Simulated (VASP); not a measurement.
# Sc2BP3 (R-3m) in VASP: relaxation of cell and atoms with PBE

Aim: the relaxation of cell and atoms of Sc2BP3 with PBE.

Program: VASP 6.6.1. These are calculated values, not measurements. Logs are shortened: lines on timing, memory, paths and dates and some standing lists are left out, and cuts for length are marked.

**1. The cell of the first run**

The structure is trigonal, space group R-3m (No. 166). The conventional cell has a = 5.365 Å, b = 5.365 Å, c = 10.539 Å, α = 90.00°, β = 90.00°, γ = 120.00°. Within 3.4 Å of Sc (site symmetry 3m) lie 9 P at 2.59 to 3.04 Å and 4 Sc at 2.86 to 3.16 Å and 3 B at 3.11 Å. Within 3.2 Å of B (site symmetry -3m) lie 6 P at 2.34 Å and 6 Sc at 3.11 Å. Within 3.1 Å of P (site symmetry 2/m) lie 2 B at 2.34 Å and 6 Sc at 2.59 to 3.04 Å and 4 P at 2.68 Å.

The cell was generated, and may not be a known phase.

**2. Relaxation of cell and atoms, PBE**

INCAR reads:

```
ALGO     = Fast           # electronic algorithm
EDIFF    = 1E-7           # SCF threshold, eV
EDIFFG   = -0.01          # ionic threshold
ENCUT    = 600            # plane-wave cutoff, eV
GGA      = PE             # functional
IBRION   = 2              # ionic algorithm
ISIF     = 3              # what is computed and relaxed
ISMEAR   = 0              # smearing method
LASPH    = True           # aspherical terms in the spheres
LCHARG   = False          # write CHGCAR
LREAL    = False          # projectors in reciprocal space
LWAVE    = False          # write WAVECAR
NELM     = 100            # most SCF steps
NSW      = 100            # ionic steps
PREC     = Accurate       # precision mode
SIGMA    = 0.1            # smearing width, eV
```

KPOINTS reads:

```
k-points
0
Gamma
  12 12 12
```

POSCAR reads:

```
Sc2BP3
1.0
    2.6822575000      1.5486020897      3.5131513930
   -2.6822575000      1.5486020897      3.5131513930
    0.0000000000     -3.0972041793      3.5131513930
Sc B P
2 1 3
Direct
    0.1358987938      0.1358987938      0.1358987938
    0.8641012062      0.8641012062      0.8641012062
    0.5000000000      0.5000000000      0.5000000000
    0.0000000000      0.5000000000      0.5000000000
    0.5000000000      0.0000000000      0.5000000000
    0.5000000000      0.5000000000      0.0000000000
```

Potentials or basis: VASP PAW PBE potentials, release 64 (Sc_sv, B, P).

Run with:

```sh
> cat potpaw_PBE.64/Sc_sv/POTCAR potpaw_PBE.64/B/POTCAR potpaw_PBE.64/P/POTCAR > POTCAR
> mpirun -np 1 vasp_std > vasp.out
```

OUTCAR:

```text
EDIFF = 1E-7
   EDIFFG = -0.01
   ENCUT = 600
   GGA = PE
   IBRION = 2
   ISIF = 3
   ISMEAR = 0
   LASPH = True
   LREAL = False
   NELM = 100
   NSW = 100
   PREC = Accurate

 ion  position               nearest neighbor table
   1  0.136  0.136  0.136-   4 2.59   5 2.59   6 2.59   2 2.86   4 3.04   5 3.04   6 3.04   6 3.04
                             5 3.04   4 3.04   2 3.16   2 3.16   2 3.16
   2  0.864  0.864  0.864-   4 2.59   5 2.59   6 2.59   1 2.86   4 3.04   5 3.04   6 3.04   6 3.04
                             4 3.04   5 3.04   1 3.16   1 3.16   1 3.16
   3  0.500  0.500  0.500-   6 2.34   6 2.34   4 2.34   5 2.34   5 2.34   4 2.34
   4  0.000  0.500  0.500-   3 2.34   3 2.34   1 2.59   2 2.59   5 2.68   5 2.68   6 2.68   6 2.68
                             2 3.04   1 3.04   1 3.04   2 3.04
   5  0.500  0.000  0.500-   3 2.34   3 2.34   1 2.59   2 2.59   4 2.68   4 2.68   6 2.68   6 2.68
                             2 3.04   1 3.04   2 3.04   1 3.04
   6  0.500  0.500  0.000-   3 2.34   3 2.34   1 2.59   2 2.59   4 2.68   5 2.68   5 2.68   4 2.68
                             2 3.04   1 3.04   2 3.04   1 3.04

  LATTYP: Found a trigonal (rhomboedric) cell.
 ALAT       =     4.6834716225
 COS(alpha) =     0.3440131312

  Lattice vectors:

 A1 = (   2.6822575000,   1.5486020897,   3.5131513930)
 A2 = (  -2.6822575000,   1.5486020897,   3.5131513930)
 A3 = (   0.0000000000,  -3.0972041793,   3.5131513930)

Analysis of symmetry for initial positions (statically):
=====================================================================
 Subroutine PRICEL returns:
 Original cell was already a primitive cell.

 Routine SETGRP: Setting up the symmetry group for a
 trigonal (rhombohedral) supercell.

 Subroutine GETGRP returns: Found 12 space group operations
 (whereof 12 operations were pure point group operations)
 out of a pool of 12 trial point group operations.

The static configuration has the point symmetry D_3d.

Analysis of symmetry for dynamics (positions and initial velocities):
=====================================================================
 Subroutine PRICEL returns:
 Original cell was already a primitive cell.

 Routine SETGRP: Setting up the symmetry group for a
 trigonal (rhombohedral) supercell.

 Subroutine GETGRP returns: Found 12 space group operations
 (whereof 12 operations were pure point group operations)
 out of a pool of 12 trial point group operations.

The dynamic configuration has the point symmetry D_3d.

 Subroutine INISYM returns: Found 12 space group operations
 (whereof 12 operations are pure point group operations),
 and found     1 'primitive' translations

----------------------------------------------------------------------------------------

                                     Primitive cell

  volume of cell :      87.5565

  direct lattice vectors                    reciprocal lattice vectors
     2.682257500  1.548602090  3.513151393     0.186410141  0.107623945  0.094881574
    -2.682257500  1.548602090  3.513151393    -0.186410141  0.107623945  0.094881574
     0.000000000 -3.097204179  3.513151393     0.000000000 -0.215247891  0.094881574

  length of vectors
     4.683471622  4.683471622  4.683471622     0.235232157  0.235232157  0.235232157

  position of ions in fractional coordinates (direct lattice)
     0.135898794  0.135898794  0.135898794
     0.864101206  0.864101206  0.864101206
     0.500000000  0.500000000  0.500000000
     1.000000000  0.500000000  0.500000000
     0.500000000  1.000000000  0.500000000
     0.500000000  0.500000000  1.000000000

  ion indices of the primitive-cell ions
   primitive index   ion index
                 1           1
                 2           2
                 3           3
                 4           4
                 5           5
                 6           6

----------------------------------------------------------------------------------------

 KPOINTS: k-points

Automatic generation of k-mesh.
 Grid dimensions read from file:
 generate k-points for:   12   12   12

 Generating k-lattice:

  Cartesian coordinates                     Fractional coordinates (reciprocal lattice)
     0.015534178  0.008968662  0.007906798     0.083333333  0.000000000  0.000000000
    -0.015534178  0.008968662  0.007906798     0.000000000  0.083333333  0.000000000
     0.000000000 -0.017937324  0.007906798     0.000000000  0.000000000  0.083333333

  Length of vectors
     0.019602680  0.019602680  0.019602680

  Shift w.r.t. Gamma in fractional coordinates (k-lattice)
     0.000000000  0.000000000  0.000000000

 Subroutine IBZKPT returns following result:
 ===========================================

 Found    189 irreducible k-points:

 Following reciprocal coordinates:
            Coordinates               Weight
  0.000000  0.000000  0.000000      1.000000
  0.083333 -0.000000  0.000000      6.000000
  0.166667 -0.000000  0.000000      6.000000
  0.250000  0.000000  0.000000      6.000000
  0.333333 -0.000000  0.000000      6.000000
  0.416667  0.000000  0.000000      6.000000
[... 16 lines left out ...]
  0.500000  0.166667  0.000000     12.000000
 -0.416667  0.166667  0.000000     12.000000
 [... further k-points ...]
   k-points           NKPTS =    189   k-points in BZ     NKDIM =    189   number of bands    NBANDS=     24
   number of dos      NEDOS =    301   number of ions     NIONS =      6
   total plane-waves  NPLWV =  64000
   dimension x,y,z NGX =    40 NGY =   40 NGZ =   40
   dimension x,y,z NGXF=    80 NGYF=   80 NGZF=   80
   ions per type =               2   1   3
   NGX,Y,Z   is equivalent  to a cutoff of  14.20, 14.20, 14.20 a.u.
   NGXF,Y,Z  is equivalent  to a cutoff of  28.40, 28.40, 28.40 a.u.
 SYSTEM =  unknown system
   PREC   = accura    normal or accurate (medium, high low for compatibility)
   ISTART =      0    job   : 0-new  1-cont  2-samecut
   ICHARG =      2    charge: 1-file 2-atom 10-const
   ISPIN  =      1    spin polarized calculation?
   LNONCOLLINEAR =      F non collinear calculations
   LSORBIT =      F    spin-orbit coupling
   LASPH  =      T    aspherical Exc in radial PAW
   ENCUT  =  600.0 eV  44.10 Ry    6.64 a.u.   9.35  9.35  9.35*2*pi/ulx,y,z
   NELM   =    100;   NELMIN=  2; NELMDL= -5     # of ELM steps
   EDIFF  = 0.1E-06   stopping-criterion for ELM
   LREAL  =      F    real-space projection
   EDIFFG = -.1E-01   stopping-criterion for IOM
   NSW    =    100    number of steps for IOM
   IBRION =      2    ionic relax: 0-MD 1-quasi-New 2-CG
   NFREE  =      1    steps in history (QN), initial steepest desc. (CG)
   ISIF   =      3    stress and relaxation
   ISYM   =      2    0-nonsym 1-usesym 2-fastsym
   POTIM  = 0.5000    time-step for ionic-motion
   TEBEG  =    0.0;   TEEND  =   0.0 temperature during run
   PSTRESS=    0.0 pullay stress
   NELECT =      40.0000    total number of electrons
   NUPDOWN=      -1.0000    fix difference up-down
   EMIN   =  10.00;   EMAX   =-10.00  energy-range for DOS
   EFERMI =   0.00;   METHOD = LEGACY
   ISMEAR =     0;   SIGMA  =   0.10  broadening in eV -4-tet -1-fermi 0-gaus
   EFERMI_NEDOS =   21; number of points for ismear=-14 and -15
   IALGO  =     68    algorithm
   IMIX   =      4    mixing-type and parameters
     AMIX     =   0.40;   BMIX     =  1.00
     AMIX_MAG =   1.60;   BMIX_MAG =  1.00
  volume/ion in A,a.u.               =      14.59        98.48
  Fermi-wavevector in a.u.,A,eV,Ry     =   1.260856  2.382672 21.629955  1.589757
  Thomas-Fermi vector in A             =   2.394344
   LORBIT       =      0    0 simple, 1 ext, 2 COOP (PROOUT), +10 PAW based schemes
   GGA     = PE    functional components
   LHFCALC =     F    Hartree Fock is set to
   AEXX    =    0.0000 exact exchange contribution
   IVDW    =     0    specifies the selected vdW correction
   LEPSILON=     F    determine dielectric tensor
   LRPA    =     F    only Hartree local field effects (RPA)
 conjugate gradient relaxation of ions
 non-spin polarized calculation
 RMM-DIIS sequential band-by-band and
 Gauss-broadening in eV      SIGMA  =   0.10
  energy-cutoff  :      600.00
  volume of cell :       87.56
 maximum number of plane-waves:      2955
 NGX is ok and might be reduce to    40
   NGX = 19   NGY = 19   NGZ = 19

--------------------------------------- Ionic step        1  -------------------------------------------

 number of electron      40.0000002 magnetization

 Free energy of the ion-electron system (eV)
  ---------------------------------------------------
  ext. energy  EPLUGINS =         0.00000000
  ---------------------------------------------------
  free energy    TOTEN  =       -35.71835655 eV

  energy without entropy =      -35.69763612  energy(sigma->0) =      -35.70799633

------------------------ aborting loop because EDIFF is reached ----------------------------------------

  FORCE on cell =-STRESS in cart. coord.  units (eV):
  Direction    XX          YY          ZZ          XY          YZ          ZX
  --------------------------------------------------------------------------------------
  -------------------------------------------------------------------------------------
  Total        0.2030542      0.2030542      0.1197788      0.0000000      0.0000000      0.0000000
  in kB        3.7156451      3.7156451      2.1918066      0.0000000      0.0000000      0.0000000
  external PRESSURE =       3.2076990 kB  Pullay stress =       0.0000000 kB
[... 145 lines left out ...]
  energy  without entropy=      -35.6981023651  energy(sigma->0) =      -35.70847369

--------------------------------------- Ionic step        5  -------------------------------------------

 number of electron      40.0000003 magnetization

 Free energy of the ion-electron system (eV)
  ---------------------------------------------------
  ext. energy  EPLUGINS =         0.00000000
  ---------------------------------------------------
  free energy    TOTEN  =       -35.71886243 eV

  energy without entropy =      -35.69815210  energy(sigma->0) =      -35.70850727

 E-fermi :   8.2453     XC(G=0): -11.2964

 val. band max:        8.2394322332   @ k =  -0.3333   0.1667   0.0000
 cond. band min:       8.2491061123   @ k =  -0.1667  -0.4167   0.0833
 fundamental gap:      0.0096738790
 Fermi energy:         8.2452581209

 k-point     1 :       0.0000    0.0000    0.0000
  band No.  band energies     occupation
      1     -41.4535      2.00000
      2     -41.3626      2.00000
      3     -20.2587      2.00000
      4     -20.1975      2.00000
      5     -20.1975      2.00000
      6     -20.0550      2.00000
[... 637 lines left out ...]
     23       9.2753      0.00000
     24       9.4490      0.00000

 [... further k-points ...]

------------------------ aborting loop because EDIFF is reached ----------------------------------------

  FORCE on cell =-STRESS in cart. coord.  units (eV):
  Direction    XX          YY          ZZ          XY          YZ          ZX
  --------------------------------------------------------------------------------------
  -------------------------------------------------------------------------------------
  Total       -0.0004313     -0.0004313      0.0007330      0.0000000      0.0000000      0.0000000
  in kB       -0.0078558     -0.0078558      0.0133526      0.0000000      0.0000000      0.0000000
  external PRESSURE =      -0.0007863 kB  Pullay stress =       0.0000000 kB
[... 21 lines left out ...]
  FREE ENERGIE OF THE ION-ELECTRON SYSTEM (eV)
  ---------------------------------------------------
  free  energy   TOTEN  =       -35.7188624289 eV

  energy  without entropy=      -35.6981521035  energy(sigma->0) =      -35.70850727

 reached required accuracy - stopping structural energy minimisation
```

It took 48 min on 1 thread of Oxide Virtual Turin-like, shared host; peak memory 0.58 GiB.

What came out:

| Quantity | Value |
| --- | --- |
| Free energy | -35.7189 eV |
| Relaxed volume | 14.66 Å³/atom |
| Relaxed cell | a = 4.688 Å, b = 4.688 Å, c = 4.688 Å, α = 69.98°, β = 69.98°, γ = 69.98° |
| Space group after relaxing (to 0.1 Å) | R-3m (No. 166) |
| Energy gained by relaxing | 0.1 meV/atom |
| Ionic steps | 5 |
| Pressure after relaxing | 0.0 GPa |
| Largest force after relaxing | 0.004 eV/Å |
| Band gap on the k mesh | zero (bands 20 and 21 overlap by 1.17 eV) |

Forces in eV/Å, atoms in the order of the input:
```
Sc   0.000  0.000  0.004
Sc   0.000  0.000 -0.004
B    0.000  0.000  0.000
P    0.000  0.000  0.000
P    0.000  0.000  0.000
P    0.000  0.000  0.000
```

Step by step:
```csv
step,energy change (eV),largest force (eV/Å),pressure (GPa),volume (Å³)
1,0.0000,0.0118,0.32,87.56
2,-0.0004,0.0273,-0.06,87.93
3,-0.0004,0.0268,-0.04,87.91
4,-0.0005,0.0109,-0.01,87.94
5,-0.0005,0.0035,0.00,87.96
```

Final structure:
```
Sc B P
1.0
     2.68846    1.55219    3.51297
    -2.68846    1.55219    3.51297
     0.00000   -3.10437    3.51297
Sc B P
2 1 3
Cartesian
  0.0000 0.0000 1.4348
  0.0000 0.0000 9.1041
  0.0000 0.0000 5.2695
  -1.3442 -0.7761 3.5130
  1.3442 -0.7761 3.5130
  0.0000 1.5522 3.5130
```

Levels at points of the mesh, in eV from the Fermi level:
| k point | band 18 | band 19 | band 20 | band 21 | band 22 | band 23 |
| --- | --- | --- | --- | --- | --- | --- |
| (0.00, 0.00, 0.00) | -4.33 | -0.61 | 0.63 | 0.63 | 1.20 | 2.46 |
| (0.50, 0.00, 0.00) | -2.59 | -2.40 | -0.56 | -0.02 | 0.54 | 1.07 |
| (0.50, 0.50, 0.00) | -2.54 | -1.26 | -0.26 | -0.17 | 0.23 | 1.45 |
| (0.50, 0.50, 0.50) | -1.19 | -0.19 | -0.19 | 0.24 | 1.41 | 1.62 |
